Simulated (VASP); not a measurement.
Input of a VASP 6.6.1 run:

The input POSCAR:

```
Ru
1.0
    2.7058000000      0.0000000000      0.0000000000
   -1.3529000000      2.3432915376      0.0000000000
    0.0000000000      0.0000000000      4.2819000000
Ru
2
Direct
    0.3333333333      0.6666666667      0.2500000000
    0.6666666667      0.3333333333      0.7500000000
```

File INCAR.step1:

```
ALGO = Normal
EDIFF = 1E-5
EDIFFG = -0.005
ENCUT = 550
GGA = PE
GGA_COMPAT = False
IBRION = 2
ISIF = 3
ISMEAR = -1
LASPH = True
LCHARG = False
LREAL = False
LWAVE = True
NELM = 120
NELMIN = 4
NSW = 100
PREC = Accurate
SIGMA = 0.05
```

File INCAR.step2:

```
ALGO = Normal
EDIFF = 1E-7
EDIFFG = -0.002
ENCUT = 550
GGA_COMPAT = False
IBRION = 2
ISIF = 3
ISMEAR = -1
ISTART = 1
LASPH = True
LCHARG = False
LMIXTAU = True
LREAL = False
LWAVE = False
METAGGA = R2SCAN
NELM = 120
NELMIN = 4
NSW = 100
PREC = Accurate
SIGMA = 0.05
```

Contents of KPOINTS:

```
k-points
0
Gamma
  16 16 8
```

Potentials or basis: VASP PAW PBE potentials, release 64 (Ru_pv).

The run is started by

```console
$ cat potpaw_PBE.64/Ru_pv/POTCAR > POTCAR
$ cp INCAR.step1 INCAR
$ mpirun -np 1 vasp_std > vasp.out
$ cp INCAR.step2 INCAR
$ mpirun -np 1 vasp_std > vasp.out
```

Question: Predict the space group after relaxing (to 0.1 Å).

Answer: P6_3/mmc (No. 194).

Question: What does it give for the band gap on the k mesh?

Answer: Zero (bands 14 and 15 overlap by 3.31 eV).

Question: What does it give for the relaxed cell?

Answer: a = 2.709 Å, b = 2.709 Å, c = 4.265 Å, α = 90.00°, β = 90.00°, γ = 120.00°.

The path:
```
step  energy change (eV)  largest force (eV/Å)  pressure (GPa)  volume (Å³)
   1              0.0000                0.0000           -0.65        27.15
   2              0.0013                0.0000            2.26        26.93
   3             -0.0008                0.0000            0.43        27.07
   4             -0.0006                0.0000           -0.79        27.17
   5             -0.0008                0.0000            0.01        27.10
```

Caveat: the PAW data sets were made with another functional, which shifts forces and pressure a little.
